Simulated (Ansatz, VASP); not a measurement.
This is a calculation of CdTe for VASP 6.6.1.

INCAR

```
  AGGAC = 1.0
  AGGAX = 1.0
  ALDAC = 0.0
  ALDAX = 1.0
  ALGO = Normal
  EDIFF = 1E-6
  EDIFFG = -0.01
  ENCUT = 600
  GGA = B5
  IBRION = 2
  ISIF = 3
  ISMEAR = -1
  IVDW = 13
  LASPH = T
  LCHARG = F
  LREAL = F
  LWAVE = F
  NELM = 80
  NSW = 60
  PREC = Accurate
  SIGMA = 0.05
  VDW_A1 = 0.44488865
  VDW_A2 = 4.0933009
  VDW_S6 = 1.0
  VDW_S8 = 2.34076671
```

File KPOINTS:

```
k-points
0
Gamma
  7 7 7
```

Contents of POSCAR:

```
CdTe
1.0
    0.0000000000      3.2050000000      3.2050000000
    3.2050000000      0.0000000000      3.2050000000
    3.2050000000      3.2050000000      0.0000000000
Te Cd
1 1
Direct
    0.7500000000      0.7500000000      0.7500000000
    0.0000000000      0.0000000000      0.0000000000
```

Potentials or basis: VASP PAW PBE potentials, release 64 (Te, Cd).

Command:

```console
$ cat potpaw_PBE.64/Te/POTCAR potpaw_PBE.64/Cd/POTCAR > POTCAR
$ mpirun -np 1 vasp_std > vasp.out
```

Translate it to Ansatz 0.2.0. Potentials there: Ansatz PAW.

As run (the cutoff follows the program's own potentials):

File input.yaml:

```yaml
crystal:
  lattice:
    - [0.0, 3.205, 3.205]
    - [3.205, 0.0, 3.205]
    - [3.205, 3.205, 0.0]
  atoms:
    - { symbol: Te, position: [0.75, 0.75, 0.75] }
    - { symbol: Cd, position: [0.0, 0.0, 0.0] }
hamiltonian:
  xc: blyp
  pseudopotentials: { kind: paw }
  dispersion: d4
kpoints:
  mp_grid: { grid: [7, 7, 7] }
scf:
  occupations: { method: fermi_dirac, width: 0.05 }
output:
  forces: true
  stress: true
relax:
  f_tol: 0.01
  max_steps: 40
  cell: { stress_tol: 0.05 }
```

Potentials or basis: Ansatz PAW.

The run is started by

```sh
$ ansatz run input.yaml --threads 2 --pin off --max-ram 5632MiB --backend cpu --events-out ev --progress --plain --runs-dir out
```

Both were run:

|  | VASP | Ansatz | Ansatz less VASP |
| --- | --- | --- | --- |
| relaxed volume (Å³/atom) | 35.35 | 35.14 | -0.209 |
| relaxed cell length with the largest relative difference (Å) | 4.641 | 4.632 | -0.0092 |

VASP's potentials were made for PBE, not for BLYP. VASP's potentials hold 18 valence electrons a cell and Ansatz's 36, so a difference there can come from the potentials and not from the codes.

Neither program's run includes spin-orbit coupling. Noted on Ansatz's run: odd divisions of the mesh miss points on the zone boundary, where band edges often lie, so the gap on the mesh can be too wide; the plane-wave basis is chosen anew once the cell has moved, so the energies of steps on either side of that aren't comparable.
